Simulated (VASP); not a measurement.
Input of a VASP 6.6.1 run:

INCAR

```
SYSTEM = ScIn4
ALGO     = Fast           ! electronic algorithm
EDIFF    = 1E-7           ! SCF threshold, eV
EDIFFG   = -0.04          ! ionic threshold
ENCUT    = 600            ! plane-wave cutoff, eV
GGA      = PE             ! functional
IBRION   = 2              ! ionic algorithm
ISIF     = 3              ! what is computed and relaxed
ISMEAR   = 0              ! smearing method
LASPH    = .True.         ! aspherical terms in the spheres
LCHARG   = .False.        ! write CHGCAR
LREAL    = .False.        ! projectors in reciprocal space
LWAVE    = .False.        ! write WAVECAR
NELM     = 80             ! most SCF steps
NSW      = 90             ! ionic steps
PREC     = Accurate       ! precision mode
SIGMA    = 0.1            ! smearing width, eV
```

The input KPOINTS:

```
k-points
0
Gamma
  4 4 4
  0 0 0
```

POSCAR

```
ScIn4
1.0
    5.1179406000      0.0000000000      0.0000000000
    0.0000000000      5.1179406000      0.0000000000
    0.0000000000      0.0000000000      5.1179406000
Sc In
1 4
Direct
    0.5000000000      0.5000000000      0.5000000000
    0.7545236100      0.7545236100      0.7545236100
    0.2454763900      0.2454763900      0.7545236100
    0.2454763900      0.7545236100      0.2454763900
    0.7545236100      0.2454763900      0.2454763900
```

Potentials or basis: VASP PAW PBE potentials, release 64 (Sc_sv, In_d).

Command:

```sh
$ cat potpaw_PBE.64/Sc_sv/POTCAR potpaw_PBE.64/In_d/POTCAR > POTCAR
$ mpirun -np 1 vasp_std > vasp.out
```

Q: What does it give for the relaxed volume?

A: 31.85 Å³/atom.

Q: What does it give for the space group after relaxing (to 0.1 Å)?

A: P-43m (No. 215).

Q: What does it give for the band gap on the k mesh?

A: Zero (an odd number of electrons rules out a gap without spin polarisation).

Q: What does it give for the relaxed cell?

A: a = 5.420 Å, b = 5.420 Å, c = 5.420 Å, α = 90.00°, β = 90.00°, γ = 90.00°.

The path:
```csv
step,energy change (eV),largest force (eV/Å),pressure (GPa),volume (Å³)
1,0.0000,7.6146,21.24,134.06
2,-5.4316,0.2837,-4.79,215.53
3,-5.8600,1.0677,-2.95,187.98
4,-5.8593,1.1212,-2.81,186.78
5,-6.3118,0.9042,-1.92,173.17
6,-6.5756,0.0527,1.25,154.20
7,-6.5992,0.2748,0.32,157.33
8,-6.6010,0.2018,0.60,156.19
9,-6.6007,0.1637,0.75,155.62
10,-6.6118,0.0551,0.24,158.09
11,-6.6118,0.0543,0.24,158.08
12,-6.6129,0.0034,-0.02,159.24
```

Caveat: the volume moved by over 15 % at a fixed basis, so the end points are rough; spin-orbit coupling is left out, which moves the levels of the heavy elements.
